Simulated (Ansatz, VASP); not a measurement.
## Al in VASP and in Ansatz

Contents of INCAR:

```
PREC = Accurate
ENCUT = 600
EDIFF = 1E-7
ISMEAR = 0
SIGMA = 0.1
LREAL = False
LASPH = True
NELM = 60
ALGO = Normal
ISIF = 3
LWAVE = False
LCHARG = False
GGA = PE
IBRION = 2
NSW = 80
EDIFFG = -0.01
```

Contents of KPOINTS:

```
regular mesh
0
Gamma
  14 14 14
```

File POSCAR:

```
Al
1.0
    3.2385304571      0.0000000000      0.0000000000
    0.0000000000      3.2385304571      0.0000000000
    0.0000000000      0.0000000000      3.2385304571
Al
2
Direct
    0.0000000000      0.0000000000      0.0000000000
    0.5000000000      0.5000000000      0.5000000000
```

Input for Ansatz:

```yaml
crystal:
  lattice:
    - [3.2385304571, 0.0, 0.0]
    - [0.0, 3.2385304571, 0.0]
    - [0.0, 0.0, 3.2385304571]
  atoms:
    - { symbol: Al, position: [0.0, 0.0, 0.0] }
    - { symbol: Al, position: [0.5, 0.5, 0.5] }
basis:
  ecutwfc: 420
kpoints:
  mp_grid: { grid: [14, 14, 14] }
hamiltonian:
  xc: pbe
scf:
  occupations: { method: gaussian, width: 0.1 }
output:
  forces: true
  stress: true
  eigenvalues: true
relax:
  adjacent_minimum: "off"
  f_tol: 0.01
  max_steps: 60
  cell: { stress_tol: 0.1 }
```

Alike in both runs: task relaxation of cell and atoms; functional PBE; k mesh 14 × 14 × 14; occupations gaussian, width 0.1 eV; no spin polarisation.

```csv
,VASP,Ansatz
version,VASP 6.6.1,Ansatz 0.2.0
potentials or method,"VASP PAW PBE potentials, release 64 (Al), cutoff 600 eV","scalar-relativistic, plane waves, PAW"
valence electrons in the cell,6,6
```

|  | VASP | Ansatz | Ansatz less VASP |
| --- | --- | --- | --- |
| gap on the k mesh at the Fermi level, each at its own relaxed structure (eV) | none | none | - |
| relaxed volume (Å³/atom) | 16.91 | 16.91 | -0.002 |
| relaxed cell length with the largest relative difference (Å) | 3.234 | 3.234 | -0.0001 |

A gap of «none» marks a metal or a gap that the smearing closes.
